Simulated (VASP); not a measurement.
# Pd: single point with PBE

Pd:

```
Pd
1.0
     0.00000    1.94490    1.94490
     1.94490    0.00000    1.94490
     1.94490    1.94490    0.00000
Pd
1
Direct
  0.00000 0.00000 0.00000
```

```json
{
  "Program": "VASP 6.6.1",
  "Task": "single point",
  "Functional": "PBE",
  "Potentials or basis": "VASP PAW PBE potentials, release 64 (Pd)",
  "Cutoff": "520 eV",
  "k mesh": "18 × 18 × 18",
  "Occupations": "fermi-dirac, width 0.05 eV",
  "Spin": "no spin polarisation",
  "Dipole correction": "no",
  "Further INCAR settings": "ALGO = Normal; EDIFF = 1e-06; NBANDS = 11"
}
```

| Property | Result |
| --- | --- |
| Pressure | 7.3 GPa |
| Band gap on the k mesh | zero (band 5 reaches 10.12 eV, above the bottom of band 6 at 8.53 eV) |

Levels at points of the mesh, in eV from the Fermi level:
```
           k point  band 2  band 3  band 4  band 5  band 6  band 7  band 8  band 9
(0.00, 0.00, 0.00)   -2.85   -2.85   -2.85   -1.23   -1.23   17.19   21.99   21.99
(0.50, 0.00, 0.00)   -2.90   -2.90   -0.03   -0.03    1.01    7.34   16.55   21.13
(0.50, 0.50, 0.00)   -5.13   -0.06    0.29    0.29    3.35   10.80   13.22   13.22
```

Wall time 23 s on 1 thread of AMD EPYC 7R13 Processor (Zen 3), with other jobs on the host, peak memory 0.11 GiB.
